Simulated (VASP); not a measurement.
# GaP (F-43m) in VASP: single point with PBEsol

Aim: the single point of GaP with PBEsol.

All numbers are computed with VASP 6.6.1; they aren't measurements. Logs are shortened: lines on timing, memory, paths and dates and some standing lists are left out, and cuts for length are marked.

## 1. The cell of the first run

The structure is cubic, space group F-43m (No. 216). Conventional cell: a = 5.438 Å, b = 5.438 Å, c = 5.438 Å, α = 90.00°, β = 90.00°, γ = 90.00°. Ga (site symmetry -43m) has 4 P at 2.35 Å within 3.1 Å. P (site symmetry -43m) has 4 Ga at 2.35 Å within 3.1 Å.

## 2. Single point, PBEsol

Contents of INCAR:

```
SYSTEM = GaP
PREC = Accurate ; ENCUT = 520
EDIFF = 1E-7 ; ISMEAR = 0
SIGMA = 0.02 ; LREAL = Auto
LASPH = .True. ; NELM = 100
ALGO = Normal ; ISIF = 2
LWAVE = .False. ; LCHARG = .False.
GGA = PS ; NBANDS = 166
```

Contents of KPOINTS:

```
Automatic mesh
0
Gamma
  2 2 2
  0.5 0.5 0.5
```

Contents of POSCAR:

```
GaP
1.0
    5.4384489087     -5.4384489087      5.4384489087
   -5.4384489087      5.4384489087      5.4384489087
   -5.4384489087     -5.4384489087     -5.4384489087
Ga P
16 16
Direct
    0.2500000000      0.2500000000      0.5000000000
    0.5000000000      0.2500000000      0.2500000000
    0.7500000000      0.2500000000      0.0000000000
    0.0000000000      0.5000000000      0.5000000000
    0.2500000000      0.5000000000      0.2500000000
    0.0000000000      0.2500000000      0.7500000000
    0.7500000000      0.7500000000      0.5000000000
    0.5000000000      0.5000000000      0.0000000000
    0.7500000000      0.5000000000      0.7500000000
    0.0000000000      0.7500000000      0.2500000000
    0.5000000000      0.0000000000      0.5000000000
    0.2500000000      0.7500000000      0.0000000000
    0.7500000000      0.0000000000      0.2500000000
    0.5000000000      0.7500000000      0.7500000000
    0.0000000000      0.0000000000      0.0000000000
    0.2500000000      0.0000000000      0.7500000000
    0.2500000000      0.0000000000      0.5000000000
    0.5000000000      0.0000000000      0.2500000000
    0.7500000000      0.0000000000      0.0000000000
    0.0000000000      0.2500000000      0.5000000000
    0.2500000000      0.2500000000      0.2500000000
    0.0000000000      0.0000000000      0.7500000000
    0.7500000000      0.5000000000      0.5000000000
    0.5000000000      0.2500000000      0.0000000000
    0.7500000000      0.2500000000      0.7500000000
    0.0000000000      0.5000000000      0.2500000000
    0.5000000000      0.7500000000      0.5000000000
    0.2500000000      0.5000000000      0.0000000000
    0.7500000000      0.7500000000      0.2500000000
    0.5000000000      0.5000000000      0.7500000000
    0.0000000000      0.7500000000      0.0000000000
    0.2500000000      0.7500000000      0.7500000000
```

Potentials or basis: VASP PAW PBE potentials, release 64 (Ga_d, P).

Launch:

```sh
$ cat potpaw_PBE.64/Ga_d/POTCAR potpaw_PBE.64/P/POTCAR > POTCAR
$ mpirun -np 1 vasp_std > vasp.out
```

OUTCAR:

```text
SYSTEM = GaP
   PREC = Accurate
   ENCUT = 520
   EDIFF = 1E-7
   ISMEAR = 0
   LREAL = Auto
   LASPH = .True.
   NELM = 100
   ISIF = 2
   GGA = PS

 ion  position               nearest neighbor table
   1  0.250  0.250  0.500-  17 2.35  20 2.35  21 2.35  30 2.35
   2  0.500  0.250  0.250-  18 2.35  21 2.35  23 2.35  24 2.35
   3  0.750  0.250  0.000-  19 2.35  24 2.35  25 2.35  26 2.35
   4  0.000  0.500  0.500-  20 2.35  23 2.35  26 2.35  32 2.35
   5  0.250  0.500  0.250-  21 2.35  26 2.35  27 2.35  28 2.35
   6  0.000  0.250  0.750-  20 2.35  22 2.35  25 2.35  28 2.35
[... 24 lines left out ...]
  31  0.000  0.750  0.000-   9 2.35  10 2.35  12 2.35  15 2.35
  32  0.250  0.750  0.750-   4 2.35  12 2.35  14 2.35  16 2.35

  LATTYP: Found a body centered cubic cell.
 ALAT       =    10.8768978174

  Lattice vectors:

 A1 = (   5.4384489087,  -5.4384489087,   5.4384489087)
 A2 = (  -5.4384489087,   5.4384489087,   5.4384489087)
 A3 = (  -5.4384489087,  -5.4384489087,  -5.4384489087)

Analysis of symmetry for initial positions (statically):
=====================================================================
 Subroutine PRICEL returns following result:

  LATTYP: Found a face centered cubic cell.
 ALAT       =     5.4384489087

  Lattice vectors:

 A1 = (  -2.7192244544,   2.7192244544,   0.0000000000)
 A2 = (  -0.0000000000,   2.7192244544,  -2.7192244544)
 A3 = (  -2.7192244544,   0.0000000000,  -2.7192244544)

  16 primitive cells build up your supercell.

 Routine SETGRP: Setting up the symmetry group for a
 body centered cubic supercell.

 Subroutine GETGRP returns: Found 24 space group operations
 (whereof 24 operations were pure point group operations)
 out of a pool of 48 trial point group operations.

The static configuration has the point symmetry T_d .

Analysis of symmetry for dynamics (positions and initial velocities):
=====================================================================
 Subroutine PRICEL returns following result:

  LATTYP: Found a face centered cubic cell.
 ALAT       =     5.4384489087

  Lattice vectors:

 A1 = (  -2.7192244544,   2.7192244544,   0.0000000000)
 A2 = (  -0.0000000000,   2.7192244544,  -2.7192244544)
 A3 = (  -2.7192244544,   0.0000000000,  -2.7192244544)

  16 primitive cells build up your supercell.

 Routine SETGRP: Setting up the symmetry group for a
 body centered cubic supercell.

 Subroutine GETGRP returns: Found 24 space group operations
 (whereof 24 operations were pure point group operations)
 out of a pool of 48 trial point group operations.

The dynamic configuration has the point symmetry T_d .

 Subroutine INISYM returns: Found 24 space group operations
 (whereof 24 operations are pure point group operations),
 and found    16 'primitive' translations

----------------------------------------------------------------------------------------

                                     Primitive cell

  volume of cell :      40.2129

  direct lattice vectors                    reciprocal lattice vectors
    -2.719224454  2.719224454  0.000000000    -0.183875957  0.183875957  0.183875957
    -0.000000000  2.719224454 -2.719224454     0.183875957  0.183875957 -0.183875957
    -2.719224454  0.000000000 -2.719224454    -0.183875957 -0.183875957 -0.183875957

  length of vectors
     3.845564102  3.845564102  3.845564102     0.318482501  0.318482501  0.318482501

  position of ions in fractional coordinates (direct lattice)
     1.000000000  0.000000000  0.000000000
     0.250000000  0.250000000  0.250000000

  ion indices of the primitive-cell ions
   primitive index   ion index
                 1           1
                 2          17

----------------------------------------------------------------------------------------

 KPOINTS: Automatic mesh

Automatic generation of k-mesh.
 Grid dimensions read from file:
 generate k-points for:    2    2    2

 Generating k-lattice:

  Cartesian coordinates                     Fractional coordinates (reciprocal lattice)
     0.000000000 -0.045968989  0.045968989     0.500000000  0.000000000  0.000000000
    -0.045968989  0.000000000  0.045968989     0.000000000  0.500000000  0.000000000
    -0.045968989 -0.045968989  0.000000000     0.000000000  0.000000000  0.500000000

  Length of vectors
     0.065009968  0.065009968  0.065009968

  Shift w.r.t. Gamma in fractional coordinates (k-lattice)
     0.500000000  0.500000000  0.500000000

 Subroutine IBZKPT returns following result:
 ===========================================

 Found      2 irreducible k-points:

 Following reciprocal coordinates:
            Coordinates               Weight
  0.250000  0.250000  0.250000      2.000000
 -0.250000  0.250000  0.250000      6.000000
   k-points           NKPTS =      2   k-points in BZ     NKDIM =      2   number of bands    NBANDS=    166
   number of dos      NEDOS =    301   number of ions     NIONS =     32
   total plane-waves  NPLWV = 343000
   dimension x,y,z NGX =    70 NGY =   70 NGZ =   70
   dimension x,y,z NGXF=   140 NGYF=  140 NGZF=  140
   ions per type =              16  16
   NGX,Y,Z   is equivalent  to a cutoff of  12.35, 12.35, 12.35 a.u.
   NGXF,Y,Z  is equivalent  to a cutoff of  24.71, 24.71, 24.71 a.u.
 SYSTEM =  GaP
   PREC   = accura    normal or accurate (medium, high low for compatibility)
   ISTART =      0    job   : 0-new  1-cont  2-samecut
   ICHARG =      2    charge: 1-file 2-atom 10-const
   ISPIN  =      1    spin polarized calculation?
   LNONCOLLINEAR =      F non collinear calculations
   LSORBIT =      F    spin-orbit coupling
   LASPH  =      T    aspherical Exc in radial PAW
   ENCUT  =  520.0 eV  38.22 Ry    6.18 a.u.  17.51 17.51 17.51*2*pi/ulx,y,z
   NELM   =    100;   NELMIN=  2; NELMDL= -5     # of ELM steps
   EDIFF  = 0.1E-06   stopping-criterion for ELM
   LREAL  =      T    real-space projection
   EDIFFG = 0.1E-05   stopping-criterion for IOM
   NSW    =      0    number of steps for IOM
   IBRION =     -1    ionic relax: 0-MD 1-quasi-New 2-CG
   NFREE  =      0    steps in history (QN), initial steepest desc. (CG)
   ISIF   =      2    stress and relaxation
   ISYM   =      2    0-nonsym 1-usesym 2-fastsym
   POTIM  = 0.5000    time-step for ionic-motion
   TEBEG  =    0.0;   TEEND  =   0.0 temperature during run
   PSTRESS=    0.0 pullay stress
   NELECT =     288.0000    total number of electrons
   NUPDOWN=      -1.0000    fix difference up-down
   EMIN   =  10.00;   EMAX   =-10.00  energy-range for DOS
   EFERMI =   0.00;   METHOD = LEGACY
   ISMEAR =     0;   SIGMA  =   0.02  broadening in eV -4-tet -1-fermi 0-gaus
   EFERMI_NEDOS =   21; number of points for ismear=-14 and -15
   IALGO  =     38    algorithm
   IMIX   =      4    mixing-type and parameters
     AMIX     =   0.40;   BMIX     =  1.00
     AMIX_MAG =   1.60;   BMIX_MAG =  1.00
  volume/ion in A,a.u.               =      20.11       135.68
  Fermi-wavevector in a.u.,A,eV,Ry     =   1.252306  2.366516 21.337628  1.568271
  Thomas-Fermi vector in A             =   2.386213
   LORBIT       =      0    0 simple, 1 ext, 2 COOP (PROOUT), +10 PAW based schemes
   GGA     = PS    functional components
   LHFCALC =     F    Hartree Fock is set to
   AEXX    =    0.0000 exact exchange contribution
   IVDW    =     0    specifies the selected vdW correction
   LEPSILON=     F    determine dielectric tensor
   LRPA    =     F    only Hartree local field effects (RPA)
 non-spin polarized calculation
 Gauss-broadening in eV      SIGMA  =   0.02
  energy-cutoff  :      520.00
  volume of cell :      643.41
 maximum number of plane-waves:     17388
 NGX is ok and might be reduce to    70
   NGX = 35   NGY = 35   NGZ = 35

 number of electron     287.9999702 magnetization

 Free energy of the ion-electron system (eV)
  ---------------------------------------------------
  ext. energy  EPLUGINS =         0.00000000
  ---------------------------------------------------
  free energy    TOTEN  =      -158.76462210 eV

  energy without entropy =     -158.76462210  energy(sigma->0) =     -158.76462210

 E-fermi :   4.0904     XC(G=0): -10.0507

 val. band max:        3.9709256457   @ k =  -0.2500   0.2500   0.2500
 cond. band min:       6.1487000163   @ k =  -0.2500   0.2500   0.2500
 fundamental gap:      2.1777743705
 Fermi energy:         4.0903663442

 k-point     1 :       0.2500    0.2500    0.2500
  band No.  band energies     occupation
      1     -10.0106      2.00000
      2     -10.0106      2.00000
      3     -10.0106      2.00000
      4     -10.0106      2.00000
      5     -10.0106      2.00000
      6     -10.0106      2.00000
[... 148 lines left out ...]
    155       6.9899      0.00000
    156       6.9899      0.00000

 k-point     2 :      -0.2500    0.2500    0.2500
  band No.  band energies     occupation
      1     -10.0266      2.00000
      2     -10.0266      2.00000
      3     -10.0218      2.00000
      4     -10.0090      2.00000
      5     -10.0090      2.00000
      6     -10.0090      2.00000
[... 148 lines left out ...]
    155       7.5811      0.00000
    156       7.8657      0.00000
 [bands above 156 left out]

------------------------ aborting loop because EDIFF is reached ----------------------------------------

  FORCE on cell =-STRESS in cart. coord.  units (eV):
  Direction    XX          YY          ZZ          XY          YZ          ZX
  --------------------------------------------------------------------------------------
  -------------------------------------------------------------------------------------
  Total       -0.0798593     -0.0798593     -0.0798593      0.0000000      0.0000000     -0.0000000
  in kB       -0.1988617     -0.1988617     -0.1988617      0.0000000      0.0000000     -0.0000000
  external PRESSURE =      -0.1988617 kB  Pullay stress =       0.0000000 kB

 VOLUME and BASIS-vectors are now :
 -----------------------------------------------------------------------------
  energy-cutoff  :      520.00
  volume of cell :      643.41
      direct lattice vectors                 reciprocal lattice vectors
     5.438448909 -5.438448909  5.438448909     0.000000000 -0.091937979  0.091937979
    -5.438448909  5.438448909  5.438448909    -0.091937979  0.000000000  0.091937979
    -5.438448909 -5.438448909 -5.438448909    -0.091937979 -0.091937979  0.000000000

 POSITION                                       TOTAL-FORCE (eV/Angst)
 -----------------------------------------------------------------------------------
     -2.71922     -2.71922      0.00000        -0.000000     -0.000000     -0.000000
      0.00000     -2.71922      2.71922        -0.000000     -0.000000     -0.000000
      2.71922     -2.71922      5.43845        -0.000000     -0.000000     -0.000000
     -5.43845      0.00000      0.00000        -0.000000     -0.000000     -0.000000
     -2.71922      0.00000      2.71922         0.000000     -0.000000     -0.000000
     -5.43845     -2.71922     -2.71922        -0.000000     -0.000000     -0.000000
[... 24 lines left out ...]
     -4.07884      4.07884      4.07884         0.000000      0.000000      0.000000
     -6.79806     -1.35961      1.35961         0.000000     -0.000000      0.000000
 -----------------------------------------------------------------------------------
    total drift:                               -0.000072     -0.000072      0.000072

  FREE ENERGIE OF THE ION-ELECTRON SYSTEM (eV)
  ---------------------------------------------------
  free  energy   TOTEN  =      -158.7646220972 eV

  energy  without entropy=     -158.7646220972  energy(sigma->0) =     -158.76462210
```

Run time: 6.5 min. Hardware: 1 thread of AMD EPYC 9R45 (Zen 5), shared host; peak memory 0.71 GiB.

Results:

```
Free energy            : -158.7646 eV
Pressure               : 0.0 GPa
Band gap on the k mesh : 2.18 eV
```

Caveat: the PAW data sets were made with another functional, which shifts forces and pressure a little; a shifted mesh leaves out Γ, where band edges can lie.
